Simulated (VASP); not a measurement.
The system is CuI3.

```
Cu I
1.0
     5.43722    0.00000    0.00000
     0.00000    5.43722    0.00000
     0.00000    0.00000    5.43722
Cu I
1 3
Direct
  0.00000 0.00000 0.00000
  0.00000 0.50000 0.50000
  0.50000 0.00000 0.50000
  0.50000 0.50000 0.00000
```

The cell was built from a structure type or drawn by symmetry, and may not be a known phase.

* Program: VASP 6.6.1
* Task: relaxation of cell and atoms
* Functional: PBE
* Potentials or basis: VASP PAW PBE potentials, release 64 (Cu, I)
* Cutoff: 600 eV
* k mesh: 8 × 8 × 8
* Occupations: gaussian, width 0.1 eV
* Spin: no spin polarisation

At the start: pressure -2.6 GPa; volume 40.19 Å³/atom.

Task: How do energy, volume and symmetry change on relaxing?

Result: Over 5 steps the energy falls by 77.9 meV/atom and the volume is 32.55 Å³/atom (-19.0 %); space group Pm-3m (No. 221, to 0.1 Å) before and after.

Step by step:
| step | energy change (eV) | largest force (eV/Å) | pressure (GPa) | volume (Å³) |
| --- | --- | --- | --- | --- |
| 1 | 0.0000 | 0.0000 | -2.57 | 160.74 |
| 2 | -0.2068 | 0.0000 | -1.84 | 146.20 |
| 3 | -0.3040 | 0.0000 | -0.56 | 134.15 |
| 4 | -0.3114 | 0.0000 | 0.08 | 129.62 |
| 5 | -0.3116 | 0.0000 | 0.03 | 130.20 |

Final structure:
```
CELL_PARAMETERS angstrom
5.06836 0.00000 0.00000
0.00000 5.06836 0.00000
0.00000 0.00000 5.06836
ATOMIC_POSITIONS crystal
Cu 0.00000 0.00000 0.00000
I 0.00000 0.50000 0.50000
I 0.50000 0.00000 0.50000
I 0.50000 0.50000 0.00000
```

Caveat: the volume moved by over 15 % at a fixed basis, so the end points are rough.
